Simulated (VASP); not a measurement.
CdSe:

```xyz
2
Lattice="0.0000 2.9202 2.9202 2.9202 0.0000 2.9202 2.9202 2.9202 0.0000" Properties=species:S:1:pos:R:3 pbc="T T T"
Cd    0.0000    0.0000    0.0000
Se    4.3804    4.3804    4.3804
```

This cell differs from its parent crystal: strain -4.8%.

Base run:

| Quantity | Value |
| --- | --- |
| Program | VASP 6.6.1 |
| Functional | PBE |
| Potentials or basis | VASP PAW PBE potentials, release 64 (Cd, Se) |
| Cutoff | 500 eV |
| k mesh | 8 × 8 × 8 |
| Occupations | fermi-dirac, width 0.02 eV |
| Spin | no spin polarisation |

Its results: band gap on the k mesh 0.86 eV; pressure 12.6 GPa.

Problem. The run is repeated on the same cell with these changes: functional from PBE to r2SCAN; cutoff from 500 eV to 550 eV; occupations from fermi-dirac, width 0.02 eV to gaussian, width 0.01 eV. What comes out?

Solution. Band gap on the k mesh 1.35 eV; pressure 11.0 GPa.

Caveats: the cell stands under pressure; the PAW data sets were made with another functional, which shifts forces and pressure a little (at least some runs).

